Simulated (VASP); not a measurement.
# ZnSe2 (P4_2/mnm) in VASP: relaxation of cell and atoms with PBEsol

Aim: the relaxation of cell and atoms of ZnSe2 with PBEsol.

All numbers are computed with VASP 6.6.1; they aren't measurements. Logs are shortened: lines on timing, memory, paths and dates and some standing lists are left out, and cuts for length are marked.

## (1) The cell of the first run

Symmetry: P4_2/mnm, No. 136, tetragonal system. The conventional cell has a = 5.786 Å, b = 5.786 Å, c = 3.868 Å, α = 90.00°, β = 90.00°, γ = 90.00°. Within 3.3 Å of Zn (site symmetry mmm) lie 6 Se at 2.49 to 2.51 Å. Within 3.3 Å of Se (site symmetry m2m) lie 3 Zn at 2.49 to 2.51 Å and 1 Se at 3.20 Å.

## (2) Relaxation of cell and atoms, PBEsol

The input, INCAR:

```
SYSTEM = ZnSe2
ALGO = Normal
EDIFF = 1E-7
EDIFFG = -0.01
ENCUT = 600
GGA = PS
IBRION = 2
ISIF = 3
ISMEAR = -1
LASPH = .True.
LCHARG = .False.
LREAL = .False.
LWAVE = .False.
NELM = 100
NSW = 100
PREC = Accurate
SIGMA = 0.03
```

The input, KPOINTS:

```
k-points
0
Gamma
  4 4 6
  0 0 0
```

The input, POSCAR:

```
ZnSe2
1.0
    5.7860672500      0.0000000000      0.0000000000
    0.0000000000      5.7860672500      0.0000000000
    0.0000000000      0.0000000000      3.8678141300
Zn Se
2 4
Direct
    0.5000000000      0.5000000000      0.5000000000
    0.0000000000      0.0000000000      0.0000000000
    0.6955720000      0.6955720000      0.0000000000
    0.8044280000      0.1955720000      0.5000000000
    0.3044280000      0.3044280000      0.0000000000
    0.1955720000      0.8044280000      0.5000000000
```

Potentials or basis: VASP PAW PBE potentials, release 64 (Zn, Se).

Command:

```bash
cat potpaw_PBE.64/Zn/POTCAR potpaw_PBE.64/Se/POTCAR > POTCAR
mpirun -np 1 vasp_std > vasp.out
```

OUTCAR:

```text
SYSTEM = ZnSe2
   EDIFF = 1E-7
   EDIFFG = -0.01
   ENCUT = 600
   GGA = PS
   IBRION = 2
   ISIF = 3
   ISMEAR = -1
   LASPH = .True.
   LREAL = .False.
   NELM = 100
   NSW = 100
   PREC = Accurate

 ion  position               nearest neighbor table
   1  0.500  0.500  0.500-   4 2.49   6 2.49   5 2.51   3 2.51   3 2.51   5 2.51
   2  0.000  0.000  0.000-   3 2.49   5 2.49   4 2.51   6 2.51   4 2.51   6 2.51
   3  0.696  0.696  0.000-   2 2.49   1 2.51   1 2.51
   4  0.804  0.196  0.500-   1 2.49   2 2.51   2 2.51
   5  0.304  0.304  0.000-   2 2.49   1 2.51   1 2.51
   6  0.196  0.804  0.500-   1 2.49   2 2.51   2 2.51

  LATTYP: Found a simple tetragonal cell.
 ALAT       =     5.7860672500
 C/A-ratio  =     0.6684703034

  Lattice vectors:

 A1 = (   5.7860672500,   0.0000000000,   0.0000000000)
 A2 = (   0.0000000000,   5.7860672500,   0.0000000000)
 A3 = (   0.0000000000,   0.0000000000,   3.8678141300)

Analysis of symmetry for initial positions (statically):
=====================================================================
 Subroutine PRICEL returns:
 Original cell was already a primitive cell.

 Routine SETGRP: Setting up the symmetry group for a
 simple tetragonal supercell.

 Subroutine GETGRP returns: Found 16 space group operations
 (whereof  8 operations were pure point group operations)
 out of a pool of 16 trial point group operations.

The static configuration has the point symmetry D_2h.
 The point group associated with its full space group is D_4h.

Analysis of symmetry for dynamics (positions and initial velocities):
=====================================================================
 Subroutine PRICEL returns:
 Original cell was already a primitive cell.

 Routine SETGRP: Setting up the symmetry group for a
 simple tetragonal supercell.

 Subroutine GETGRP returns: Found 16 space group operations
 (whereof  8 operations were pure point group operations)
 out of a pool of 16 trial point group operations.

The dynamic configuration has the point symmetry D_2h.
 The point group associated with its full space group is D_4h.

 Subroutine INISYM returns: Found 16 space group operations
 (whereof  8 operations are pure point group operations),
 and found     1 'primitive' translations

----------------------------------------------------------------------------------------

                                     Primitive cell

  volume of cell :     129.4889

  direct lattice vectors                    reciprocal lattice vectors
     5.786067250  0.000000000  0.000000000     0.172828963  0.000000000  0.000000000
     0.000000000  5.786067250  0.000000000     0.000000000  0.172828963  0.000000000
     0.000000000  0.000000000  3.867814130     0.000000000  0.000000000  0.258543965

  length of vectors
     5.786067250  5.786067250  3.867814130     0.172828963  0.172828963  0.258543965

  position of ions in fractional coordinates (direct lattice)
     0.500000000  0.500000000  0.500000000
     0.000000000  0.000000000  0.000000000
     0.695572000  0.695572000  0.000000000
     0.804428000  0.195572000  0.500000000
     0.304428000  0.304428000  0.000000000
     0.195572000  0.804428000  0.500000000

  ion indices of the primitive-cell ions
   primitive index   ion index
                 1           1
                 2           2
                 3           3
                 4           4
                 5           5
                 6           6

----------------------------------------------------------------------------------------

 KPOINTS: k-points

Automatic generation of k-mesh.
 Grid dimensions read from file:
 generate k-points for:    4    4    6

 Generating k-lattice:

  Cartesian coordinates                     Fractional coordinates (reciprocal lattice)
     0.043207241  0.000000000  0.000000000     0.250000000  0.000000000  0.000000000
     0.000000000  0.043207241  0.000000000     0.000000000  0.250000000  0.000000000
     0.000000000  0.000000000  0.043090661     0.000000000  0.000000000  0.166666667

  Length of vectors
     0.043207241  0.043207241  0.043090661

  Shift w.r.t. Gamma in fractional coordinates (k-lattice)
     0.000000000  0.000000000  0.000000000

 Subroutine IBZKPT returns following result:
 ===========================================

 Found     24 irreducible k-points:

 Following reciprocal coordinates:
            Coordinates               Weight
  0.000000  0.000000  0.000000      1.000000
  0.250000  0.000000  0.000000      4.000000
  0.500000  0.000000  0.000000      2.000000
  0.250000  0.250000  0.000000      4.000000
  0.500000  0.250000  0.000000      4.000000
  0.500000  0.500000  0.000000      1.000000
[... 16 lines left out ...]
  0.500000  0.250000  0.500000      4.000000
  0.500000  0.500000  0.500000      1.000000
   k-points           NKPTS =     24   k-points in BZ     NKDIM =     24   number of bands    NBANDS=     28
   number of dos      NEDOS =    301   number of ions     NIONS =      6
   total plane-waves  NPLWV =  73728
   dimension x,y,z NGX =    48 NGY =   48 NGZ =   32
   dimension x,y,z NGXF=    96 NGYF=   96 NGZF=   64
   ions per type =               2   4
   NGX,Y,Z   is equivalent  to a cutoff of  13.79, 13.79, 13.75 a.u.
   NGXF,Y,Z  is equivalent  to a cutoff of  27.58, 27.58, 27.51 a.u.
 SYSTEM =  ZnSe2
   PREC   = accura    normal or accurate (medium, high low for compatibility)
   ISTART =      0    job   : 0-new  1-cont  2-samecut
   ICHARG =      2    charge: 1-file 2-atom 10-const
   ISPIN  =      1    spin polarized calculation?
   LNONCOLLINEAR =      F non collinear calculations
   LSORBIT =      F    spin-orbit coupling
   LASPH  =      T    aspherical Exc in radial PAW
   ENCUT  =  600.0 eV  44.10 Ry    6.64 a.u.  11.56 11.56  7.72*2*pi/ulx,y,z
   NELM   =    100;   NELMIN=  2; NELMDL= -5     # of ELM steps
   EDIFF  = 0.1E-06   stopping-criterion for ELM
   LREAL  =      F    real-space projection
   EDIFFG = -.1E-01   stopping-criterion for IOM
   NSW    =    100    number of steps for IOM
   IBRION =      2    ionic relax: 0-MD 1-quasi-New 2-CG
   NFREE  =      1    steps in history (QN), initial steepest desc. (CG)
   ISIF   =      3    stress and relaxation
   ISYM   =      2    0-nonsym 1-usesym 2-fastsym
   POTIM  = 0.5000    time-step for ionic-motion
   TEBEG  =    0.0;   TEEND  =   0.0 temperature during run
   PSTRESS=    0.0 pullay stress
   NELECT =      48.0000    total number of electrons
   NUPDOWN=      -1.0000    fix difference up-down
   EMIN   =  10.00;   EMAX   =-10.00  energy-range for DOS
   EFERMI =   0.00;   METHOD = LEGACY
   ISMEAR =    -1;   SIGMA  =   0.03  broadening in eV -4-tet -1-fermi 0-gaus
   EFERMI_NEDOS =   21; number of points for ismear=-14 and -15
   IALGO  =     38    algorithm
   IMIX   =      4    mixing-type and parameters
     AMIX     =   0.40;   BMIX     =  1.00
     AMIX_MAG =   1.60;   BMIX_MAG =  1.00
  volume/ion in A,a.u.               =      21.58       145.64
  Fermi-wavevector in a.u.,A,eV,Ry     =   1.176010  2.222337 18.816855  1.383000
  Thomas-Fermi vector in A             =   2.312381
   LORBIT       =      0    0 simple, 1 ext, 2 COOP (PROOUT), +10 PAW based schemes
   GGA     = PS    functional components
   LHFCALC =     F    Hartree Fock is set to
   AEXX    =    0.0000 exact exchange contribution
   IVDW    =     0    specifies the selected vdW correction
   LEPSILON=     F    determine dielectric tensor
   LRPA    =     F    only Hartree local field effects (RPA)
 conjugate gradient relaxation of ions
 non-spin polarized calculation
  energy-cutoff  :      600.00
  volume of cell :      129.49
 maximum number of plane-waves:      4344
 NGX is ok and might be reduce to    48
   NGX = 23   NGY = 23   NGZ = 15

--------------------------------------- Ionic step        1  -------------------------------------------

 number of electron      47.9999980 magnetization

 Free energy of the ion-electron system (eV)
  ---------------------------------------------------
  ext. energy  EPLUGINS =         0.00000000
  ---------------------------------------------------
  free energy    TOTEN  =       -18.01670168 eV

  energy without entropy =      -18.00013052  energy(sigma->0) =      -18.00841610

------------------------ aborting loop because EDIFF is reached ----------------------------------------

  FORCE on cell =-STRESS in cart. coord.  units (eV):
  Direction    XX          YY          ZZ          XY          YZ          ZX
  --------------------------------------------------------------------------------------
  -------------------------------------------------------------------------------------
  Total        0.6572197      0.6572197     -0.3412616      0.0000000      0.0000000      0.0000000
  in kB        8.1318356      8.1318356     -4.2224597      0.0000000      0.0000000      0.0000000
  external PRESSURE =       4.0137372 kB  Pullay stress =       0.0000000 kB
[... 25 lines left out ...]
  energy  without entropy=      -18.0001305203  energy(sigma->0) =      -18.00841610

--------------------------------------- Ionic step        2  -------------------------------------------

 number of electron      47.9999980 magnetization

 E-fermi :   2.5607     XC(G=0): -10.0037

 val. band max:        2.5507050885   @ k =   0.5000   0.2500   0.0000
 cond. band min:       2.5829606658   @ k =   0.5000   0.2500   0.0000
 fundamental gap:      0.0322555774
 Fermi energy:         2.5607492659

 k-point     1 :       0.0000    0.0000    0.0000
  band No.  band energies     occupation
      1     -11.6214      2.00000
      2      -9.7134      2.00000
      3      -9.7134      2.00000
      4      -9.7027      2.00000
      5      -4.9473      2.00000
      6      -4.8489      2.00000
[... 890 lines left out ...]
  energy  without entropy=      -18.0314351781  energy(sigma->0) =      -18.04233029

--------------------------------------- Ionic step        6  -------------------------------------------

 number of electron      48.0000002 magnetization

 Free energy of the ion-electron system (eV)
  ---------------------------------------------------
  ext. energy  EPLUGINS =         0.00000000
  ---------------------------------------------------
  free energy    TOTEN  =       -18.05553240 eV

  energy without entropy =      -18.03372276  energy(sigma->0) =      -18.04462758

 E-fermi :   2.5194     XC(G=0):  -9.9518

 val. band max:        2.4646485735   @ k =   0.2500   0.2500   0.0000
 cond. band min:       2.5197507684   @ k =   0.5000   0.2500   0.0000
 fundamental gap:      0.0551021949
 Fermi energy:         2.5193619030

 k-point     1 :       0.0000    0.0000    0.0000
  band No.  band energies     occupation
      1     -11.6998      2.00000
      2      -9.9289      2.00000
      3      -9.7814      2.00000
      4      -9.7814      2.00000
      5      -4.9976      2.00000
      6      -4.9515      2.00000
[... 766 lines left out ...]
  FREE ENERGIE OF THE ION-ELECTRON SYSTEM (eV)
  ---------------------------------------------------
  free  energy   TOTEN  =       -18.0555323984 eV

  energy  without entropy=      -18.0337227594  energy(sigma->0) =      -18.04462758

 reached required accuracy - stopping structural energy minimisation
```

Wall time 13 min (1 thread of Intel Xeon 8259CL, shared host); peak memory 0.32 GiB.

What came out:

| Quantity | Value |
| --- | --- |
| Free energy | -18.0555 eV |
| Relaxed volume | 21.93 Å³/atom |
| Relaxed cell | a = 5.878 Å, b = 5.878 Å, c = 3.810 Å, α = 90.00°, β = 90.00°, γ = 90.00° |
| Space group after relaxing (to 0.1 Å) | P4_2/mnm (No. 136) |
| Energy gained by relaxing | 6.5 meV/atom |
| Ionic steps | 6 |
| Pressure after relaxing | 0.0 GPa |
| Band gap on the k mesh | zero (bands 24 and 25 overlap by 1.65 eV) |

Forces in eV/Å, atoms in the order of the input:
```
Zn   0.000  0.000  0.000
Zn   0.000  0.000  0.000
Se   0.002  0.002  0.000
Se  -0.002  0.002  0.000
Se  -0.002 -0.002  0.000
Se   0.002 -0.002  0.000
```

Step by step:
```
step  energy change (eV)  largest force (eV/Å)  pressure (GPa)  volume (Å³)
   1              0.0000                0.2737            0.40       129.49
   2             -0.0185                0.2026            0.00       130.50
   3             -0.0344                0.0820           -0.60       132.44
   4             -0.0348                0.0620           -0.70       132.80
   5             -0.0365                0.0548            0.57       130.72
   6             -0.0388                0.0024            0.01       131.61
```

Final structure:
```xyz
6
Lattice="5.8776 0.0000 0.0000 0.0000 5.8776 0.0000 0.0000 0.0000 3.8096" Properties=species:S:1:pos:R:3 pbc="T T T"
Zn    2.9388    2.9388    1.9048
Zn    0.0000    0.0000    0.0000
Se    4.0525    4.0525    0.0000
Se    4.7639    1.1137    1.9048
Se    1.8251    1.8251    0.0000
Se    1.1137    4.7639    1.9048
```

Levels at points of the mesh, in eV from the Fermi level:
```csv
k point,band 21,band 22,band 23,band 24,band 25,band 26,band 27,band 28
"(0.00, 0.00, 0.00)",-0.72,0.02,0.02,0.61,0.61,0.93,2.10,3.25
"(0.50, 0.00, 0.00)",-1.26,-1.26,0.20,0.20,0.40,0.40,3.86,3.86
"(0.50, 0.50, 0.00)",-0.88,-0.88,-0.67,-0.67,-0.13,-0.13,3.44,3.44
"(0.00, 0.00, 0.50)",-1.53,-1.53,-1.29,-1.29,-1.04,-1.04,3.62,3.62
"(0.50, 0.00, 0.50)",-1.63,-1.63,-0.57,-0.57,0.66,0.66,4.57,4.57
"(0.50, 0.50, 0.50)",-1.13,-1.13,-0.35,-0.35,-0.31,-0.31,3.22,3.22
```

Caveat: the PAW data sets were made with another functional, which shifts forces and pressure a little.
